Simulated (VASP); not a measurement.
A run of VASP 6.6.1:

The input INCAR:

```
SYSTEM = BP
ALGO     = Normal         ! electronic algorithm
EDIFF    = 1E-6           ! SCF threshold, eV
ENCUT    = 520            ! plane-wave cutoff, eV
GGA      = CA             ! functional
ISIF     = 2              ! what is computed and relaxed
ISMEAR   = 0              ! smearing method
LASPH    = .True.         ! aspherical terms in the spheres
LCHARG   = .False.        ! write CHGCAR
LREAL    = .False.        ! projectors in reciprocal space
LWAVE    = .False.        ! write WAVECAR
NBANDS   = 11             ! bands
NELM     = 100            ! most SCF steps
PREC     = Accurate       ! precision mode
SIGMA    = 0.01           ! smearing width, eV
```

Contents of KPOINTS:

```
k-points
0
Gamma
  8 8 8
  0 0 0
```

The input POSCAR:

```
BP
1.0
    2.2369838126      2.2369838126      0.0000000000
   -2.2369838126      2.2369838126      0.0000000000
    0.0000000000      2.2369838126      2.2369838126
B P
1 1
Direct
    0.0000000000      0.0000000000      0.0000000000
    0.7500000000      0.2500000000      0.5000000000
```

Potentials or basis: VASP PAW LDA potentials, release 64 (B, P).

The run is started by

```console
$ cat potpaw_LDA.64/B/POTCAR potpaw_LDA.64/P/POTCAR > POTCAR
$ mpirun -np 1 vasp_std > vasp.out
```

Hardware: 1 thread of Intel(R) Xeon(R) Platinum 8259CL CPU @ 2.50GHz (Skylake/Cascade Lake), on a shared host.

Task: How long does it take, and how much memory?

Result: It took 3.8 s on 1 thread of Intel(R) Xeon(R) Platinum 8259CL CPU @ 2.50GHz (Skylake/Cascade Lake), on a shared host, peak memory 0.12 GiB. Counts: scf iterations 12, k points 29.
